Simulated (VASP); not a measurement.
Here is a VASP 6.6.1 calculation.

The input INCAR:

```
SYSTEM = Al2Pt
PREC = Accurate
ENCUT = 520
EDIFF = 1E-7
ISMEAR = 0
SIGMA = 0.1
LREAL = Auto
LASPH = .TRUE.
NELM = 100
ALGO = Fast
ISIF = 2
LWAVE = .FALSE.
LCHARG = .FALSE.
LDIPOL = .TRUE.
IDIPOL = 3
DIPOL = 0.5 0.5 0.500
GGA = PE
NBANDS = 53
```

Contents of KPOINTS:

```
Automatic mesh
0
G
  8 6 1
  0 0 0
```

Contents of POSCAR:

```
Al2Pt
1.0
    4.2047455733      0.0000000000      0.0000000000
    0.0000000000      5.9464082160      0.0000000000
    0.0000000000      0.0000000000     23.4094911465
Al Pt
10 5
Direct
    0.0000000000      0.7355605888      0.3246731971
    0.0000000000      0.2644394112      0.3246731971
    0.5000000000      0.2507635068      0.4112125267
    0.5000000000      0.7492364932      0.4112125267
    0.0000000000      0.7515202999      0.5000000002
    0.0000000000      0.2484797001      0.5000000002
    0.5000000000      0.2507635073      0.5887874734
    0.5000000000      0.7492364927      0.5887874734
    0.0000000000      0.7355605870      0.6753268023
    0.0000000000      0.2644394130      0.6753268023
    0.5000000000      0.5000000000      0.3238476716
    0.0000000000      0.0000000000      0.4086925945
    0.5000000000      0.5000000000      0.4999999998
    0.0000000000      0.0000000000      0.5913074059
    0.5000000000      0.5000000000      0.6761523286
```

Potentials or basis: VASP PAW PBE potentials, release 64 (Al, Pt).

The run is started by

```console
$ cat potpaw_PBE.64/Al/POTCAR potpaw_PBE.64/Pt/POTCAR > POTCAR
$ mpirun -np 1 vasp_std > vasp.out
```

(1) Estimate the band gap on the k mesh.

(2) Predict the largest force.

Results:

(1) zero (bands 40 and 41 overlap by 1.53 eV).

(2) 0.008 eV/Å.

Caveat: spin-orbit coupling is left out, which moves the levels of the heavy elements.
